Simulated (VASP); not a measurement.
SnO2:

```
Sn O
1.0
     4.76482    0.00000    0.00000
     0.00000    4.76482    0.00000
     0.00000    0.00000    3.20750
Sn O
2 4
Direct
  0.50000 0.50000 0.50000
  0.00000 0.00000 0.00000
  0.19403 0.80597 0.50000
  0.80597 0.19403 0.50000
  0.30597 0.30597 0.00000
  0.69403 0.69403 0.00000
```

Base run:

* Program: VASP 6.6.1
* Functional: PBE
* Potentials or basis: VASP PAW PBE potentials, release 64 (Sn_d, O)
* Cutoff: 520 eV
* k mesh: 7 × 7 × 10
* Occupations: fermi-dirac, width 0.01 eV
* Spin: no spin polarisation

Its results: band gap on the k mesh 1.04 eV, direct; pressure 7.5 GPa; largest force 0.041 eV/Å.

The run is repeated on the same cell with these changes: functional from PBE to r2SCAN. What comes out?

Band gap on the k mesh 1.74 eV, direct; pressure 0.2 GPa; largest force 0.019 eV/Å.

r2SCAN gives the wider gap, since meta-GGAs in the generalised Kohn-Sham scheme recover part of the derivative discontinuity.

Caveats: spin-orbit coupling is left out, which moves the levels of the heavy elements; the PAW data sets were made with another functional, which shifts forces and pressure a little (some runs).

